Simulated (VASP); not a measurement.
# ZnO in VASP: a series of runs

The runs below take ZnO through single point, with r2SCAN, PBE.

Program: VASP 6.6.1. These are calculated values, not measurements. Logs are shortened: lines on timing, memory, paths and dates and some standing lists are left out, and cuts for length are marked.

## 1. The cell of the first run

The structure is trigonal, space group R-3m (No. 166). The conventional cell has a = 3.018 Å, b = 3.018 Å, c = 7.160 Å, α = 90.00°, β = 90.00°, γ = 120.00°. Zn (site symmetry -3m) has 6 O at 2.11 Å within 2.8 Å. O (site symmetry -3m) has 6 Zn at 2.11 Å within 2.8 Å.

## 2. Single point, r2SCAN (strain along [111] -3.1%)

POSCAR reads:

```
ZnO
1.0
   -0.0446669283      2.0891035314      2.0891035314
    2.0891035314     -0.0446669283      2.0891035314
    2.0891035314      2.0891035314     -0.0446669283
Zn O
1 1
Direct
    0.0000000000      0.0000000000      0.0000000000
    0.5000000000      0.5000000000      0.5000000000
```

INCAR.step1 reads:

```
PREC     = Accurate       # precision mode
ENCUT    = 520            # plane-wave cutoff, eV
ISMEAR   = 0              # smearing method
SIGMA    = 0.01           # smearing width, eV
LREAL    = False          # projectors in reciprocal space
LASPH    = True           # aspherical terms in the spheres
NELM     = 60             # most SCF steps
NBANDS   = 16             # bands
GGA      = PE             # functional
ALGO     = Normal         # electronic algorithm
EDIFF    = 1E-4           # SCF threshold, eV
LWAVE    = True           # write WAVECAR
LCHARG   = False          # write CHGCAR
```

INCAR.step2 reads:

```
PREC     = Accurate       # precision mode
ENCUT    = 520            # plane-wave cutoff, eV
EDIFF    = 1E-7           # SCF threshold, eV
ISMEAR   = 0              # smearing method
SIGMA    = 0.01           # smearing width, eV
LREAL    = False          # projectors in reciprocal space
LASPH    = True           # aspherical terms in the spheres
NELM     = 60             # most SCF steps
ALGO     = Normal         # electronic algorithm
ISIF     = 2              # what is computed and relaxed
LWAVE    = False          # write WAVECAR
LCHARG   = False          # write CHGCAR
METAGGA  = R2SCAN         # meta-GGA
LMIXTAU  = True         
NBANDS   = 16             # bands
ISTART   = 1
```

KPOINTS reads:

```
regular mesh
0
Gamma
  10 10 10
```

Potentials or basis: VASP PAW PBE potentials, release 64 (Zn, O).

On the command line:

```
cat potpaw_PBE.64/Zn/POTCAR potpaw_PBE.64/O/POTCAR > POTCAR
cp INCAR.step1 INCAR
mpirun -np 1 vasp_std > vasp.out
cp INCAR.step2 INCAR
mpirun -np 1 vasp_std > vasp.out
```

OUTCAR:

```text
PREC = Accurate
   ENCUT = 520
   EDIFF = 1E-7
   ISMEAR = 0
   LREAL = False
   LASPH = True
   NELM = 60
   ISIF = 2
   METAGGA = R2SCAN
   ISTART = 1

 ion  position               nearest neighbor table
   1  0.000  0.000  0.000-   2 2.11   2 2.11   2 2.11   2 2.11   2 2.11   2 2.11
   2  0.500  0.500  0.500-   1 2.11   1 2.11   1 2.11   1 2.11   1 2.11   1 2.11

  LATTYP: Found a trigonal (rhomboedric) cell.
 ALAT       =     2.9547761784
 COS(alpha) =     0.4785097193

  Lattice vectors:

 A1 = (  -0.0446669283,   2.0891035314,   2.0891035314)
 A2 = (   2.0891035314,  -0.0446669283,   2.0891035314)
 A3 = (   2.0891035314,   2.0891035314,  -0.0446669283)

Analysis of symmetry for initial positions (statically):
=====================================================================
 Subroutine PRICEL returns:
 Original cell was already a primitive cell.

 Routine SETGRP: Setting up the symmetry group for a
 trigonal (rhombohedral) supercell.

 Subroutine GETGRP returns: Found 12 space group operations
 (whereof 12 operations were pure point group operations)
 out of a pool of 12 trial point group operations.

The static configuration has the point symmetry D_3d.

Analysis of symmetry for dynamics (positions and initial velocities):
=====================================================================
 Subroutine PRICEL returns:
 Original cell was already a primitive cell.

 Routine SETGRP: Setting up the symmetry group for a
 trigonal (rhombohedral) supercell.

 Subroutine GETGRP returns: Found 12 space group operations
 (whereof 12 operations were pure point group operations)
 out of a pool of 12 trial point group operations.

The dynamic configuration has the point symmetry D_3d.

 Subroutine INISYM returns: Found 12 space group operations
 (whereof 12 operations are pure point group operations),
 and found     1 'primitive' translations

----------------------------------------------------------------------------------------

                                     Primitive cell

  volume of cell :      18.8199

  direct lattice vectors                    reciprocal lattice vectors
    -0.044666928  2.089103531  2.089103531    -0.231794854  0.236859117  0.236859117
     2.089103531 -0.044666928  2.089103531     0.236859117 -0.231794854  0.236859117
     2.089103531  2.089103531 -0.044666928     0.236859117  0.236859117 -0.231794854

  length of vectors
     2.954776178  2.954776178  2.954776178     0.407349159  0.407349159  0.407349159

  position of ions in fractional coordinates (direct lattice)
     0.000000000  0.000000000  0.000000000
     0.500000000  0.500000000  0.500000000

  ion indices of the primitive-cell ions
   primitive index   ion index
                 1           1
                 2           2

----------------------------------------------------------------------------------------

 KPOINTS: regular mesh

Automatic generation of k-mesh.
 Grid dimensions read from file:
 generate k-points for:   10   10   10

 Generating k-lattice:

  Cartesian coordinates                     Fractional coordinates (reciprocal lattice)
    -0.023179485  0.023685912  0.023685912     0.100000000  0.000000000  0.000000000
     0.023685912 -0.023179485  0.023685912     0.000000000  0.100000000  0.000000000
     0.023685912  0.023685912 -0.023179485     0.000000000  0.000000000  0.100000000

  Length of vectors
     0.040734916  0.040734916  0.040734916

  Shift w.r.t. Gamma in fractional coordinates (k-lattice)
     0.000000000  0.000000000  0.000000000

 Subroutine IBZKPT returns following result:
 ===========================================

 Found    116 irreducible k-points:

 Following reciprocal coordinates:
            Coordinates               Weight
  0.000000  0.000000  0.000000      1.000000
  0.100000  0.000000  0.000000      6.000000
  0.200000  0.000000  0.000000      6.000000
  0.300000  0.000000  0.000000      6.000000
  0.400000  0.000000 -0.000000      6.000000
  0.500000  0.000000  0.000000      3.000000
[... 16 lines left out ...]
  0.300000  0.300000  0.000000      6.000000
  0.400000  0.300000 -0.000000     12.000000
 [... further k-points ...]
   k-points           NKPTS =    116   k-points in BZ     NKDIM =    116   number of bands    NBANDS=     16
   number of dos      NEDOS =    301   number of ions     NIONS =      2
   total plane-waves  NPLWV =  13824
   dimension x,y,z NGX =    24 NGY =   24 NGZ =   24
   dimension x,y,z NGXF=    48 NGYF=   48 NGZF=   48
   ions per type =               1   1
   NGX,Y,Z   is equivalent  to a cutoff of  13.50, 13.50, 13.50 a.u.
   NGXF,Y,Z  is equivalent  to a cutoff of  27.01, 27.01, 27.01 a.u.
 SYSTEM =  unknown system
   PREC   = accura    normal or accurate (medium, high low for compatibility)
   ISTART =      1    job   : 0-new  1-cont  2-samecut
   ICHARG =      0    charge: 1-file 2-atom 10-const
   ISPIN  =      1    spin polarized calculation?
   LNONCOLLINEAR =      F non collinear calculations
   LSORBIT =      F    spin-orbit coupling
   LASPH  =      T    aspherical Exc in radial PAW
   ENCUT  =  520.0 eV  38.22 Ry    6.18 a.u.   5.49  5.49  5.49*2*pi/ulx,y,z
   NELM   =     60;   NELMIN=  2; NELMDL=  0     # of ELM steps
   EDIFF  = 0.1E-06   stopping-criterion for ELM
   LREAL  =      F    real-space projection
   EDIFFG = 0.1E-05   stopping-criterion for IOM
   NSW    =      0    number of steps for IOM
   IBRION =     -1    ionic relax: 0-MD 1-quasi-New 2-CG
   NFREE  =      0    steps in history (QN), initial steepest desc. (CG)
   ISIF   =      2    stress and relaxation
   ISYM   =      2    0-nonsym 1-usesym 2-fastsym
   POTIM  = 0.5000    time-step for ionic-motion
   TEBEG  =    0.0;   TEEND  =   0.0 temperature during run
   PSTRESS=    0.0 pullay stress
   NELECT =      18.0000    total number of electrons
   NUPDOWN=      -1.0000    fix difference up-down
   EMIN   =  10.00;   EMAX   =-10.00  energy-range for DOS
   EFERMI =   0.00;   METHOD = LEGACY
   ISMEAR =     0;   SIGMA  =   0.01  broadening in eV -4-tet -1-fermi 0-gaus
   EFERMI_NEDOS =   21; number of points for ismear=-14 and -15
   IALGO  =     38    algorithm
   IMIX   =      4    mixing-type and parameters
     AMIX     =   0.40;   BMIX     =  1.00
     AMIX_MAG =   1.60;   BMIX_MAG =  1.00
  volume/ion in A,a.u.               =       9.41        63.50
  Fermi-wavevector in a.u.,A,eV,Ry     =   1.612971  3.048073 35.397931  2.601675
  Thomas-Fermi vector in A             =   2.708115
   LORBIT       =      0    0 simple, 1 ext, 2 COOP (PROOUT), +10 PAW based schemes
   METAGGA = R2SCAN    functional components
   LHFCALC =     F    Hartree Fock is set to
   AEXX    =    0.0000 exact exchange contribution
   IVDW    =     0    specifies the selected vdW correction
   LEPSILON=     F    determine dielectric tensor
   LRPA    =     F    only Hartree local field effects (RPA)
 non-spin polarized calculation
 Gauss-broadening in eV      SIGMA  =   0.01
  energy-cutoff  :      520.00
  volume of cell :       18.82
 maximum number of plane-waves:       531
 NGX is ok and might be reduce to    24
   NGX = 11   NGY = 11   NGZ = 11

 number of electron      17.9999996 magnetization

 Free energy of the ion-electron system (eV)
  ---------------------------------------------------
  ext. energy  EPLUGINS =         0.00000000
  ---------------------------------------------------
  free energy    TOTEN  =       -17.92415152 eV

  energy without entropy =      -17.92415152  energy(sigma->0) =      -17.92415152

 E-fermi :   2.8938     XC(G=0): -13.3310

 val. band max:        2.8110449344   @ k =   0.5000   0.0000   0.0000
 cond. band min:       4.4964402080   @ k =   0.0000   0.0000   0.0000
 fundamental gap:      1.6853952737
 Fermi energy:         2.8938274021

 k-point     1 :       0.0000    0.0000    0.0000
  band No.  band energies     occupation
      1     -17.1189      2.00000
      2      -2.1979      2.00000
      3      -2.1979      2.00000
      4      -2.1486      2.00000
      5      -1.9712      2.00000
      6      -1.9712      2.00000
[... 8 lines left out ...]
     15      23.8864      0.00000
     16      23.8864      0.00000

 k-point     2 :       0.1000    0.0000    0.0000
  band No.  band energies     occupation
      1     -17.0060      2.00000
      2      -2.2921      2.00000
      3      -2.2570      2.00000
      4      -2.1796      2.00000
      5      -2.0643      2.00000
      6      -2.0546      2.00000
[... 8 lines left out ...]
     15      23.5877      0.00000
     16      24.2394      0.00000

 k-point     3 :       0.2000    0.0000    0.0000
  band No.  band energies     occupation
      1     -16.6945      2.00000
      2      -2.7743      2.00000
      3      -2.6056      2.00000
      4      -2.5058      2.00000
      5      -2.0026      2.00000
      6      -1.9935      2.00000
[... 8 lines left out ...]
     15      24.1200      0.00000
     16      24.9300      0.00000

 k-point     4 :       0.3000    0.0000    0.0000
  band No.  band energies     occupation
      1     -16.2709      2.00000
      2      -3.7477      2.00000
      3      -2.9947      2.00000
      4      -2.8702      2.00000
      5      -1.8875      2.00000
      6      -1.8694      2.00000
[... 8 lines left out ...]
     15      25.5233      0.00000
     16      26.4225      0.00000
[... 324 lines left out ...]
 k-point    22 :      -0.2000    0.2000    0.0000
  band No.  band energies     occupation
      1     -16.1654      2.00000
      2      -3.7640      2.00000
      3      -3.0126      2.00000
      4      -2.7234      2.00000
      5      -1.9519      2.00000
      6      -1.7487      2.00000
[... 8 lines left out ...]
     15      26.6305      0.00000
     16      27.4208      0.00000

 k-point    23 :       0.3000    0.3000    0.0000
  band No.  band energies     occupation
      1     -16.0906      2.00000
      2      -3.7270      2.00000
      3      -2.4741      2.00000
      4      -2.0591      2.00000
      5      -2.0207      2.00000
      6      -1.8368      2.00000
[... 8 lines left out ...]
     15      31.4796      0.00000
     16      33.1009      0.00000

 k-point    24 :       0.4000    0.3000   -0.0000
  band No.  band energies     occupation
      1     -15.8493      2.00000
      2      -3.7461      2.00000
      3      -2.6425      2.00000
      4      -2.1814      2.00000
      5      -1.9572      2.00000
      6      -1.7129      2.00000
[... 8 lines left out ...]
     15      31.9950      0.00000
     16      32.5805      0.00000

 [... further k-points ...]

------------------------ aborting loop because EDIFF is reached ----------------------------------------

  FORCE on cell =-STRESS in cart. coord.  units (eV):
  Direction    XX          YY          ZZ          XY          YZ          ZX
  --------------------------------------------------------------------------------------
  -------------------------------------------------------------------------------------
  Total        0.9545978      0.9545978      0.9545978      0.2253130      0.2253130      0.2253130
  in kB       81.2668568     81.2668568     81.2668568     19.1813506     19.1813506     19.1813506
  external PRESSURE =      81.2668568 kB  Pullay stress =       0.0000000 kB

 VOLUME and BASIS-vectors are now :
 -----------------------------------------------------------------------------
  energy-cutoff  :      520.00
  volume of cell :       18.82
      direct lattice vectors                 reciprocal lattice vectors
    -0.044666928  2.089103531  2.089103531    -0.231794854  0.236859117  0.236859117
     2.089103531 -0.044666928  2.089103531     0.236859117 -0.231794854  0.236859117
     2.089103531  2.089103531 -0.044666928     0.236859117  0.236859117 -0.231794854

 POSITION                                       TOTAL-FORCE (eV/Angst)
 -----------------------------------------------------------------------------------
      0.00000      0.00000      0.00000        -0.000000     -0.000000     -0.000000
      2.06677      2.06677      2.06677         0.000000      0.000000      0.000000
 -----------------------------------------------------------------------------------
    total drift:                                0.000000     -0.000000     -0.000000

  FREE ENERGIE OF THE ION-ELECTRON SYSTEM (eV)
  ---------------------------------------------------
  free  energy   TOTEN  =       -17.9241515157 eV

  energy  without entropy=      -17.9241515157  energy(sigma->0) =      -17.92415152
```

It took 45 s on 1 thread of Intel Xeon 6975P-C (Granite Rapids), shared host; peak memory 0.17 GiB.

Results:

```
Free energy            : -17.9242 eV
Pressure               : 8.1 GPa
Band gap on the k mesh : 1.69 eV, indirect (least direct gap 3.10 eV)
```

Caveat: the cell differs from its parent crystal (strain along [111] -3.1%); the PAW data sets were made with another functional, which shifts forces and pressure a little. A k mesh can miss the band edges.

## 3. Single point, PBE (strain along [111] -3.1%)

INCAR reads:

```
PREC = Accurate ; ENCUT = 910
EDIFF = 1E-6 ; ISMEAR = -1
SIGMA = 0.02 ; LREAL = False
LASPH = True ; NELM = 120
ALGO = Normal ; ISIF = 2
LWAVE = False ; LCHARG = False
GGA = PE ; NBANDS = 16
GGA_COMPAT = False
```

KPOINTS reads:

```
Automatic mesh
0
Gamma
  10 10 10
```

POSCAR is that of step 2.

Potentials or basis: VASP PAW PBE potentials, release 64 (Zn, O_h).

On the command line:

```
cat potpaw_PBE.64/Zn/POTCAR potpaw_PBE.64/O_h/POTCAR > POTCAR
mpirun -np 1 vasp_std > vasp.out
```

Wall time 59 s (1 thread of Intel Xeon Platinum 8488C (Sapphire Rapids), shared host); peak memory 0.22 GiB.

It converged, with:

| Quantity | Value |
| --- | --- |
| Free energy | -8.5569 eV |
| Pressure | 15.8 GPa |
| Band gap on the k mesh | 1.05 eV, indirect (least direct gap 2.42 eV) |

Stress tensor (GPa, compression positive):
```
15.82  1.68  1.68
 1.68 15.82  1.68
 1.68  1.68 15.82
```

Levels at points of the mesh, in eV from the valence-band top:
```csv
k point,band 6,band 7,band 8,band 9,band 10,band 11,band 12,band 13
"(0.00, 0.00, 0.00)",-4.72,-1.62,-1.62,-1.37,1.05,17.90,17.90,18.33
"(0.50, 0.00, 0.00)",-4.49,-3.69,-0.01,0.00,5.54,9.33,12.99,13.38
"(0.50, 0.50, 0.00)",-4.36,-4.01,-3.18,-2.90,4.38,10.88,11.35,15.61
"(0.50, 0.50, 0.50)",-4.47,-3.58,-0.04,-0.04,5.24,9.71,12.55,12.55
```

Caveat: the cell differs from its parent crystal (strain along [111] -3.1%); the cutoff is under 1.25 times the usual one of these potentials, so pressure, stress and relaxed cells hold a basis-set (Pulay) error.

## 4. Single point, PBE (epitaxial xy strain -0.8%)

INCAR reads:

```
PREC = Accurate
ENCUT = 910
EDIFF = 1E-6
ISMEAR = -1
SIGMA = 0.02
LREAL = False
LASPH = True
NELM = 120
ALGO = Normal
ISIF = 2
LWAVE = False
LCHARG = False
GGA = PE
NBANDS = 16
GGA_COMPAT = False
```

KPOINTS reads:

```
regular mesh
0
Gamma
  10 10 10
```

POSCAR reads:

```
ZnO
1.0
    0.0000000000      2.1158467879      2.1562557145
    2.1158467879      0.0000000000      2.1562557145
    2.1158467879      2.1158467879      0.0000000000
Zn O
1 1
Direct
    0.0000000000      0.0000000000      0.0000000000
    0.5000000000      0.5000000000      0.5000000000
```

On the command line:

```
cat potpaw_PBE.64/Zn/POTCAR potpaw_PBE.64/O_h/POTCAR > POTCAR
mpirun -np 1 vasp_std > vasp.out
```

It took 50 s on 1 thread of Intel Xeon Platinum 8375C at 2.90GHz (Ice Lake), shared host; peak memory 0.22 GiB.

Results (log left out):

* Free energy: -8.6021 eV
* Pressure: 10.3 GPa
* Band gap on the k mesh: 0.89 eV, indirect (least direct gap 2.31 eV)

Stress tensor (GPa, compression positive):
```
11.12  0.00  0.00
 0.00 11.12  0.00
 0.00  0.00  8.58
```

Levels at points of the mesh, in eV from the valence-band top:
| k point | band 6 | band 7 | band 8 | band 9 | band 10 | band 11 | band 12 | band 13 |
| --- | --- | --- | --- | --- | --- | --- | --- | --- |
| (0.00, 0.00, 0.00) | -4.70 | -1.52 | -1.52 | -1.42 | 0.89 | 17.95 | 18.05 | 18.05 |
| (0.50, 0.00, 0.00) | -4.49 | -3.68 | -0.12 | 0.00 | 5.39 | 9.16 | 12.64 | 13.04 |
| (0.50, 0.50, 0.00) | -4.39 | -4.09 | -2.90 | -2.90 | 4.25 | 10.53 | 11.40 | 15.67 |
| (0.50, 0.00, 0.50) | -4.37 | -4.04 | -3.06 | -2.87 | 4.23 | 10.79 | 11.17 | 15.23 |

Caveat: the cell differs from its parent crystal (epitaxial xy strain -0.8%); the cutoff is under 1.25 times the usual one of these potentials, so pressure, stress and relaxed cells hold a basis-set (Pulay) error. A k mesh can miss the band edges.

## 5. The runs side by side

| level | potentials or basis | cell | cutoff (eV) | smearing | second run | gap on the mesh (eV) | pressure (GPa) |
| --- | --- | --- | --- | --- | --- | --- | --- |
| r2SCAN | VASP PAW PBE potentials, release 64 (Zn, O) | a = 2.955 Å, angles 61.4°, 2 atoms | 520 | gaussian 0.01 eV | - | 1.69 | 8.1 |
| PBE | VASP PAW PBE potentials, release 64 (Zn, O_h) | a = 2.955 Å, angles 61.4°, 2 atoms | 910 | fermi-dirac 0.02 eV | hard_potentials | 1.05 | 15.8 |
| PBE | VASP PAW PBE potentials, release 64 (Zn, O_h) | a = 3.021, b = 3.021, c = 2.992 Å, angles 60.3, 60.3, 59.4°, 2 atoms | 910 | fermi-dirac 0.02 eV | hard_potentials | 0.89 | 10.3 |

Alike in all rows: task single point; no spin polarisation; k mesh 10 × 10 × 10.

Caveats: the cutoff is under 1.25 times the usual one of these potentials, so pressure, stress and relaxed cells hold a basis-set (Pulay) error (some runs); the PAW data sets were made with another functional, which shifts forces and pressure a little (some runs).

Absolute energies hang on the potentials; compare differences alone.
